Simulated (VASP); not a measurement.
# Tc (Fm-3m) in VASP: a series of runs

Tc is run at these levels: PBEsol; tasks: single point, relaxation of volume and atoms at fixed shape.

Everything below comes from runs of VASP 6.6.1. Logs are shortened: lines on timing, memory, paths and dates and some standing lists are left out, and cuts for length are marked.

## (1) The cell of the first run

Symmetry: Fm-3m, No. 225, cubic system. The conventional cell has a = 3.832 Å, b = 3.832 Å, c = 3.832 Å, α = 90.00°, β = 90.00°, γ = 90.00°. Tc (site symmetry m-3m) has 12 Tc at 2.71 Å within 3.6 Å.

This isn't the form of Tc at room conditions, which is hcp.

## (2) Single point, PBEsol

INCAR

```
SYSTEM = Tc
PREC     = Accurate       ! precision mode
ENCUT    = 500            ! plane-wave cutoff, eV
EDIFF    = 1E-6           ! SCF threshold, eV
ISMEAR   = -1             ! smearing method
SIGMA    = 0.05           ! smearing width, eV
LREAL    = .False.        ! projectors in reciprocal space
LASPH    = .True.         ! aspherical terms in the spheres
NELM     = 120            ! most SCF steps
ALGO     = Normal         ! electronic algorithm
ISIF     = 2              ! what is computed and relaxed
LWAVE    = .False.        ! write WAVECAR
LCHARG   = .True.         ! write CHGCAR
GGA      = PS             ! functional
LELF     = .True.         ! ELF
LVHAR    = .True.       
NBANDS   = 12             ! bands
GGA_COMPAT= .False.
```

KPOINTS

```
regular mesh
0
Gamma
  9 9 9
  0 0 0
```

POSCAR

```
Tc
1.0
    0.0000000000      1.9162095121      1.9162095121
    1.9162095121      0.0000000000      1.9162095121
    1.9162095121      1.9162095121      0.0000000000
Tc
1
Direct
    0.0000000000      0.0000000000      0.0000000000
```

Potentials or basis: VASP PAW PBE potentials, release 64 (Tc_pv).

Command:

```bash
$ cat potpaw_PBE.64/Tc_pv/POTCAR > POTCAR
$ mpirun -np 1 vasp_std > vasp.out
```

OUTCAR:

```text
SYSTEM = Tc
   PREC = Accurate
   ENCUT = 500
   EDIFF = 1E-6
   ISMEAR = -1
   LREAL = .False.
   LASPH = .True.
   NELM = 120
   ISIF = 2
   GGA = PS

 ion  position               nearest neighbor table
   1  0.000  0.000  0.000-

  LATTYP: Found a face centered cubic cell.
 ALAT       =     3.8324190242

  Lattice vectors:

 A1 = (   0.0000000000,   1.9162095121,   1.9162095121)
 A2 = (   1.9162095121,   0.0000000000,   1.9162095121)
 A3 = (   1.9162095121,   1.9162095121,   0.0000000000)

Analysis of symmetry for initial positions (statically):
=====================================================================
 Subroutine PRICEL returns:
 Original cell was already a primitive cell.

 Routine SETGRP: Setting up the symmetry group for a
 face centered cubic supercell.

 Subroutine GETGRP returns: Found 48 space group operations
 (whereof 48 operations were pure point group operations)
 out of a pool of 48 trial point group operations.

The static configuration has the point symmetry O_h .

Analysis of symmetry for dynamics (positions and initial velocities):
=====================================================================
 Subroutine PRICEL returns:
 Original cell was already a primitive cell.

 Routine SETGRP: Setting up the symmetry group for a
 face centered cubic supercell.

 Subroutine GETGRP returns: Found 48 space group operations
 (whereof 48 operations were pure point group operations)
 out of a pool of 48 trial point group operations.

The dynamic configuration has the point symmetry O_h .

 Subroutine INISYM returns: Found 48 space group operations
 (whereof 48 operations are pure point group operations),
 and found     1 'primitive' translations

----------------------------------------------------------------------------------------

                                     Primitive cell

  volume of cell :      14.0721

  direct lattice vectors                    reciprocal lattice vectors
     0.000000000  1.916209512  1.916209512    -0.260931801  0.260931801  0.260931801
     1.916209512  0.000000000  1.916209512     0.260931801 -0.260931801  0.260931801
     1.916209512  1.916209512  0.000000000     0.260931801  0.260931801 -0.260931801

  length of vectors
     2.709929480  2.709929480  2.709929480     0.451947137  0.451947137  0.451947137

  position of ions in fractional coordinates (direct lattice)
     0.000000000  0.000000000  0.000000000

  ion indices of the primitive-cell ions
   primitive index   ion index
                 1           1

----------------------------------------------------------------------------------------

 KPOINTS: regular mesh

Automatic generation of k-mesh.
 Grid dimensions read from file:
 generate k-points for:    9    9    9

 Generating k-lattice:

  Cartesian coordinates                     Fractional coordinates (reciprocal lattice)
    -0.028992422  0.028992422  0.028992422     0.111111111  0.000000000  0.000000000
     0.028992422 -0.028992422  0.028992422     0.000000000  0.111111111  0.000000000
     0.028992422  0.028992422 -0.028992422     0.000000000  0.000000000  0.111111111

  Length of vectors
     0.050216349  0.050216349  0.050216349

  Shift w.r.t. Gamma in fractional coordinates (k-lattice)
     0.000000000  0.000000000  0.000000000

 Subroutine IBZKPT returns following result:
 ===========================================

 Found     35 irreducible k-points:

 Following reciprocal coordinates:
            Coordinates               Weight
  0.000000  0.000000  0.000000      1.000000
  0.111111  0.000000  0.000000      8.000000
  0.222222  0.000000  0.000000      8.000000
  0.333333  0.000000  0.000000      8.000000
  0.444444  0.000000  0.000000      8.000000
  0.111111  0.111111  0.000000      6.000000
[... 16 lines left out ...]
 -0.333333  0.333333  0.000000     12.000000
  0.444444  0.444444  0.000000      6.000000
 [... further k-points ...]
   k-points           NKPTS =     35   k-points in BZ     NKDIM =     35   number of bands    NBANDS=     12
   number of dos      NEDOS =    301   number of ions     NIONS =      1
   total plane-waves  NPLWV =   8000
   dimension x,y,z NGX =    20 NGY =   20 NGZ =   20
   dimension x,y,z NGXF=    40 NGYF=   40 NGZF=   40
   ions per type =               1
   NGX,Y,Z   is equivalent  to a cutoff of  12.27, 12.27, 12.27 a.u.
   NGXF,Y,Z  is equivalent  to a cutoff of  24.54, 24.54, 24.54 a.u.
 SYSTEM =  Tc
   PREC   = accura    normal or accurate (medium, high low for compatibility)
   ISTART =      0    job   : 0-new  1-cont  2-samecut
   ICHARG =      2    charge: 1-file 2-atom 10-const
   ISPIN  =      1    spin polarized calculation?
   LNONCOLLINEAR =      F non collinear calculations
   LSORBIT =      F    spin-orbit coupling
   LASPH  =      T    aspherical Exc in radial PAW
   ENCUT  =  500.0 eV  36.75 Ry    6.06 a.u.   4.94  4.94  4.94*2*pi/ulx,y,z
   NELM   =    120;   NELMIN=  2; NELMDL= -5     # of ELM steps
   EDIFF  = 0.1E-05   stopping-criterion for ELM
   LREAL  =      F    real-space projection
   EDIFFG = 0.1E-04   stopping-criterion for IOM
   NSW    =      0    number of steps for IOM
   IBRION =     -1    ionic relax: 0-MD 1-quasi-New 2-CG
   NFREE  =      0    steps in history (QN), initial steepest desc. (CG)
   ISIF   =      2    stress and relaxation
   ISYM   =      2    0-nonsym 1-usesym 2-fastsym
   POTIM  = 0.5000    time-step for ionic-motion
   TEBEG  =    0.0;   TEEND  =   0.0 temperature during run
   PSTRESS=    0.0 pullay stress
   NELECT =      13.0000    total number of electrons
   NUPDOWN=      -1.0000    fix difference up-down
   EMIN   =  10.00;   EMAX   =-10.00  energy-range for DOS
   EFERMI =   0.00;   METHOD = LEGACY
   ISMEAR =    -1;   SIGMA  =   0.05  broadening in eV -4-tet -1-fermi 0-gaus
   EFERMI_NEDOS =   21; number of points for ismear=-14 and -15
   IALGO  =     38    algorithm
   IMIX   =      4    mixing-type and parameters
     AMIX     =   0.40;   BMIX     =  1.00
     AMIX_MAG =   1.60;   BMIX_MAG =  1.00
  volume/ion in A,a.u.               =      14.07        94.96
  Fermi-wavevector in a.u.,A,eV,Ry     =   1.594421  3.013018 34.588428  2.542178
  Thomas-Fermi vector in A             =   2.692498
   LORBIT       =      0    0 simple, 1 ext, 2 COOP (PROOUT), +10 PAW based schemes
   GGA     = PS    functional components
   LHFCALC =     F    Hartree Fock is set to
   AEXX    =    0.0000 exact exchange contribution
   IVDW    =     0    specifies the selected vdW correction
   LEPSILON=     F    determine dielectric tensor
   LRPA    =     F    only Hartree local field effects (RPA)
 non-spin polarized calculation
  energy-cutoff  :      500.00
  volume of cell :       14.07
 maximum number of plane-waves:       365
   NGX =  9   NGY =  9   NGZ =  9

 number of electron      12.9999995 magnetization

 Free energy of the ion-electron system (eV)
  ---------------------------------------------------
  ext. energy  EPLUGINS =         0.00000000
  ---------------------------------------------------
  free energy    TOTEN  =       -11.18672127 eV

  energy without entropy =      -11.17402624  energy(sigma->0) =      -11.18037376

 E-fermi :  13.0506     XC(G=0): -14.0423

 val. band max:       12.8948936418   @ k =  -0.4444   0.1111   0.0000
 cond. band min:      13.0730628983   @ k =   0.2222   0.1111   0.0000
 fundamental gap:      0.1781692565
 Fermi energy:        13.0505761615

 k-point     1 :       0.0000    0.0000    0.0000
  band No.  band energies     occupation
      1     -25.2568      2.00000
      2     -25.2568      2.00000
      3     -25.2568      2.00000
      4       5.3526      2.00000
      5      11.1452      2.00000
      6      11.1452      2.00000
      7      11.1452      2.00000
      8      13.8555      0.00000
      9      13.8555      0.00000
     10      26.9896      0.00000
     11      32.6726      0.00000
     12      32.6726      0.00000

 k-point     2 :       0.1111    0.0000    0.0000
  band No.  band energies     occupation
      1     -25.4255      2.00000
      2     -25.2780      2.00000
      3     -25.2780      2.00000
      4       5.8758      2.00000
      5      10.8531      2.00000
      6      11.3628      2.00000
      7      11.3628      2.00000
      8      13.7103      0.00000
      9      13.7103      0.00000
     10      27.9224      0.00000
     11      30.8139      0.00000
     12      33.5929      0.00000

 k-point     3 :       0.2222    0.0000    0.0000
  band No.  band energies     occupation
      1     -25.8406      2.00000
      2     -25.3314      2.00000
      3     -25.3314      2.00000
      4       7.0297      2.00000
      5      10.6016      2.00000
      6      11.5945      2.00000
      7      11.5945      2.00000
      8      13.8226      0.00000
      9      13.8226      0.00000
     10      28.0005      0.00000
     11      30.0137      0.00000
     12      36.0664      0.00000
[... 286 lines left out ...]
 k-point    23 :      -0.3333    0.3333    0.0000
  band No.  band energies     occupation
      1     -26.1777      2.00000
      2     -26.1659      2.00000
      3     -25.5752      2.00000
      4       8.4662      2.00000
      5       9.6534      2.00000
      6      11.2092      2.00000
      7      13.3586      0.00421
      8      15.0784      0.00000
      9      21.0462      0.00000
     10      24.9148      0.00000
     11      26.5209      0.00000
     12      32.1976      0.00000

 k-point    24 :       0.4444    0.4444    0.0000
  band No.  band energies     occupation
      1     -26.4930      2.00000
      2     -25.7291      2.00000
      3     -25.7291      2.00000
      4       6.9812      2.00000
      5       7.5758      2.00000
      6      15.8417      0.00000
      7      16.2748      0.00000
      8      16.2748      0.00000
      9      16.3784      0.00000
     10      26.6557      0.00000
     11      26.6557      0.00000
     12      28.2347      0.00000

 [... further k-points ...]

------------------------ aborting loop because EDIFF is reached ----------------------------------------

  FORCE on cell =-STRESS in cart. coord.  units (eV):
  Direction    XX          YY          ZZ          XY          YZ          ZX
  --------------------------------------------------------------------------------------
  -------------------------------------------------------------------------------------
  Total       -0.0711393     -0.0711393     -0.0711393      0.0000000     -0.0000000      0.0000000
  in kB       -8.0995529     -8.0995529     -8.0995529      0.0000000     -0.0000000      0.0000000
  external PRESSURE =      -8.0995529 kB  Pullay stress =       0.0000000 kB

 VOLUME and BASIS-vectors are now :
 -----------------------------------------------------------------------------
  energy-cutoff  :      500.00
  volume of cell :       14.07
      direct lattice vectors                 reciprocal lattice vectors
     0.000000000  1.916209512  1.916209512    -0.260931801  0.260931801  0.260931801
     1.916209512  0.000000000  1.916209512     0.260931801 -0.260931801  0.260931801
     1.916209512  1.916209512  0.000000000     0.260931801  0.260931801 -0.260931801

 POSITION                                       TOTAL-FORCE (eV/Angst)
 -----------------------------------------------------------------------------------
      0.00000      0.00000      0.00000        -0.000000      0.000000     -0.000000
 -----------------------------------------------------------------------------------
    total drift:                               -0.000000     -0.000000     -0.000000

  FREE ENERGIE OF THE ION-ELECTRON SYSTEM (eV)
  ---------------------------------------------------
  free  energy   TOTEN  =       -11.1867212743 eV

  energy  without entropy=      -11.1740262379  energy(sigma->0) =      -11.18037376
```

Run time: 3.2 s. Hardware: 1 thread of AMD EPYC 9R45 (Zen 5), shared host; peak memory 0.09 GiB.

Results:

```yaml
Free_energy: -11.1867 eV
Pressure: -0.8 GPa
Band_gap_on_the_k_mesh: zero (an odd number of electrons rules out a gap without spin polarisation)
```

Caveat: the PAW data sets were made with another functional, which shifts forces and pressure a little.

## (3) Relaxation of volume and atoms at fixed shape, PBEsol

This run uses another cell than the first one, of 14.27 Å³/atom.

INCAR

```
SYSTEM = Tc
PREC = Accurate
ENCUT = 500
EDIFF = 1E-7
ISMEAR = -1
SIGMA = 0.05
LREAL = .FALSE.
LASPH = .TRUE.
NELM = 120
ALGO = Normal
ISIF = 8
LWAVE = .FALSE.
LCHARG = .FALSE.
GGA = PS
IBRION = 2
NSW = 80
EDIFFG = -0.03
GGA_COMPAT = .FALSE.
NELMIN = 4
```

KPOINTS

```
Automatic mesh
0
G
  9 9 9
  0 0 0
```

POSCAR

```
Tc
1.0
    0.0000000000      1.9250000000      1.9250000000
    1.9250000000      0.0000000000      1.9250000000
    1.9250000000      1.9250000000      0.0000000000
Tc
1
Direct
    0.0000000000      0.0000000000      0.0000000000
```

Potentials or basis: VASP PAW PBE potentials, release 64 (Tc_pv).

Command:

```bash
$ cat potpaw_PBE.64/Tc_pv/POTCAR > POTCAR
$ mpirun -np 1 vasp_std > vasp.out
```

Run time: 6.4 s. Hardware: 1 thread of AMD EPYC 9R45 (Zen 5), shared host; peak memory 0.1 GiB.

The run converged. Its results:

```yaml
Free_energy: -11.1872 eV
Relaxed_volume: 14.04 Å³/atom
Relaxed_cell: a = 2.708 Å, b = 2.708 Å, c = 2.708 Å, α = 60.00°, β = 60.00°, γ = 60.00°
Space_group_after_relaxing_to_0.1_Å: Fm-3m (No. 225)
Energy_gained_by_relaxing: 3.7 meV/atom
Ionic_steps: 3
Pressure_after_relaxing: -0.1 GPa
Band_gap_on_the_k_mesh: zero (an odd number of electrons rules out a gap without spin polarisation)
```

Step by step:
```tsv
step	energy change (eV)	largest force (eV/Å)	pressure (GPa)	volume (Å³)
1	0.0000	0.0000	-5.11	14.27
2	0.0346	0.0000	18.63	13.35
3	-0.0037	0.0000	-0.12	14.04
```

Final structure:
```
Tc
1.0
     0.00000    1.91489    1.91489
     1.91489    0.00000    1.91489
     1.91489    1.91489    0.00000
Tc
1
Cartesian
  0.0000 0.0000 0.0000
```

Levels at points of the mesh, in eV from the Fermi level:
```tsv
k point	band 5	band 6	band 7	band 8	band 9	band 10
(0.00, 0.00, 0.00)	-1.91	-1.91	-1.91	0.81	0.81	13.94
```

Caveat: the PAW data sets were made with another functional, which shifts forces and pressure a little.

The gap in the log of VASP goes by the Fermi energy; the results here count the filled bands.